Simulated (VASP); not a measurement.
A run of VASP 6.6.1 is set up as follows.

Contents of INCAR:

```
PREC = Accurate
ENCUT = 600
EDIFF = 1E-6
ISMEAR = -1
SIGMA = 0.1
LREAL = F
LASPH = T
NELM = 60
ALGO = Normal
ISIF = 3
LWAVE = F
LCHARG = F
GGA = PE
IBRION = 2
NSW = 60
EDIFFG = -0.005
PSTRESS = -5.1
```

File KPOINTS:

```
regular mesh
0
Gamma
  8 8 11
```

Contents of POSCAR:

```
Zn
1.0
    4.4043546191      0.0000000000      0.0000000000
   -2.2021773096      3.8142829874      0.0000000000
    0.0000000000      0.0000000000      2.7306998639
Zn
3
Direct
    0.0000000000      0.0000000000      0.0000000000
    0.3333333333      0.6666666667      0.5000000000
    0.6666666667      0.3333333333      0.5000000000
```

Potentials or basis: VASP PAW PBE potentials, release 64 (Zn).

Launch:

```bash
$ cat potpaw_PBE.64/Zn/POTCAR > POTCAR
$ mpirun -np 1 vasp_std > vasp.out
```

(1) Predict the relaxed volume.

(2) What does it give for the band gap on the k mesh?

(3) Estimate the space group after relaxing (to 0.1 Å).

Answers

(1) 15.82 Å³/atom.

(2) zero (bands 18 and 19 overlap by 4.79 eV).

(3) P6/mmm (No. 191).

Caveat: the cell is relaxed towards a set pressure, so the run minimises the enthalpy, not the energy.
